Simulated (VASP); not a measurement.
Crystal: Pt.

```xyz
1
Lattice="-1.5569 1.5569 1.5569 1.5569 -1.5569 1.5569 1.5569 1.5569 -1.5569" Properties=species:S:1:pos:R:3 pbc="T T T"
Pt    0.0000    0.0000    0.0000
```

- Program: VASP 6.6.1
- Task: relaxation of cell and atoms
- Functional: BLYP
- Potentials or basis: VASP PAW PBE potentials, release 64 (Pt)
- Cutoff: 600 eV
- k mesh: 14 × 14 × 14
- Occupations: fermi-dirac, width 0.1 eV
- Spin: no spin polarisation

At the start: pressure 30.1 GPa; volume 15.09 Å³/atom.

Problem. Where does the relaxation end?

Solution. Over 5 steps the energy falls by 153.2 meV/atom and the volume is 16.94 Å³/atom (+12.2 %); space group Im-3m (No. 229, to 0.05 Å).

The path:
```
step  energy change (eV)  largest force (eV/Å)  pressure (GPa)  volume (Å³)
   1              0.0000                0.0000           30.14        15.09
   2              0.3721                0.0000          -23.58        22.19
   3             -0.1517                0.0000           -2.26        17.15
   4             -0.1532                0.0000           -0.47        16.98
   5             -0.1532                0.0000           -0.01        16.94
```

Final structure:
```
Pt
1.0
    -1.61795    1.61795    1.61795
     1.61795   -1.61795    1.61795
     1.61795    1.61795   -1.61795
Pt
1
Direct
  0.00000 0.00000 0.00000
```

Caveat: the PAW data sets were made with another functional, which shifts forces and pressure a little.
